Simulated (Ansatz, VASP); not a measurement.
## One calculation of Ge, two programs

The input INCAR:

```
SYSTEM = Ge
PREC     = Accurate       ! precision mode
ENCUT    = 500            ! plane-wave cutoff, eV
EDIFF    = 1E-6           ! SCF threshold, eV
ISMEAR   = 0              ! smearing method
SIGMA    = 0.15           ! smearing width, eV
LREAL    = .FALSE.        ! projectors in reciprocal space
LASPH    = .TRUE.         ! aspherical terms in the spheres
NELM     = 120            ! most SCF steps
ALGO     = Normal         ! electronic algorithm
ISIF     = 2              ! what is computed and relaxed
LWAVE    = .FALSE.        ! write WAVECAR
LCHARG   = .FALSE.        ! write CHGCAR
GGA      = PE             ! functional
NBANDS   = 21             ! bands
GGA_COMPAT= .FALSE.
```

KPOINTS

```
regular mesh
0
G
  14 14 14
  0 0 0
```

Contents of POSCAR:

```
Ge
1.0
    0.0000000000      2.7721946000      2.8287700000
    2.8287700000      0.0000000000      2.8287700000
    2.8287700000      2.7721946000      0.0000000000
Ge
2
Direct
    0.5000000000      0.5000000000      0.5000000000
    0.7500000000      0.7500000000      0.7500000000
```

Input for Ansatz:

```yaml
crystal:
  lattice:
    - [0.0, 2.7721946, 2.82877]
    - [2.82877, 0.0, 2.82877]
    - [2.82877, 2.7721946, 0.0]
  atoms:
    - { symbol: Ge, position: [0.5, 0.5, 0.5] }
    - { symbol: Ge, position: [0.75, 0.75, 0.75] }
basis:
  ecutwfc: 420
kpoints:
  mp_grid: { grid: [14, 14, 14] }
hamiltonian:
  xc: pbe
scf:
  occupations: { method: gaussian, width: 0.15 }
output:
  forces: true
  stress: true
  eigenvalues: true
```

Change from the starting cell: strain -0.0200 x Voigt [0, 1, 0, 0, 0, 0], atoms carried along.

Alike in both runs: task single point; functional PBE; k mesh 14 × 14 × 14; occupations gaussian, width 0.15 eV; no spin polarisation.

|  | VASP | Ansatz |
| --- | --- | --- |
| version | VASP 6.6.1 | Ansatz 0.2.0 |
| potentials or method | VASP PAW PBE potentials, release 64 (Ge_d), cutoff 500 eV | scalar-relativistic, plane waves, PAW |
| valence electrons in the cell | 28 | 28 |

```csv
,VASP,Ansatz,Ansatz less VASP
gap on the k mesh at the Fermi level (eV),0.11,0.11,-0.006
least direct gap on the mesh (eV),0.11,0.11,-0.006
pressure (GPa),5.1,5.3,+0.13
"traceless stress, the component that is largest in VASP (GPa)",0.93,0.93,-0.007
```

With one functional, cell and mesh, what is left measures potentials, basis and numerics.
